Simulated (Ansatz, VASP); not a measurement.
**Nb: VASP beside Ansatz**

```xyz
1
Lattice="0.0000 2.0706 2.0706 2.0706 0.0000 2.0706 2.0706 2.0706 0.0000" Properties=species:S:1:pos:R:3 pbc="T T T"
Nb    0.0000    0.0000    0.0000
```

Alike in both runs: task single point; functional LDA; k mesh 11 × 11 × 11; occupations fermi-dirac, width 0.05 eV; no spin polarisation; Hubbard terms Nb d U = 2.0 eV.

|  | VASP | Ansatz |
| --- | --- | --- |
| version | VASP 6.6.1 | Ansatz 0.2.0 |
| potentials or method | VASP PAW LDA potentials, release 64 (Nb_sv) | SSSP precision PAW |
| plane-wave cutoff (eV) | 520 | 544 |
| valence electrons in the cell | 13 | 13 |

VASP gave:

```
gap on the k mesh at the Fermi level (eV) : none
pressure (GPa)                            : 5.1
```

Which values does Ansatz return?

gap on the k mesh at the Fermi level (eV): none; pressure (GPa): 0.7.

LDA's correlation is that of Perdew and Zunger in VASP and of Perdew and Wang (1992) in Ansatz. The programs project onto different local orbitals, so the same U acts differently, and such runs can settle in different states. A gap of «none» marks a metal or a gap that the smearing closes.
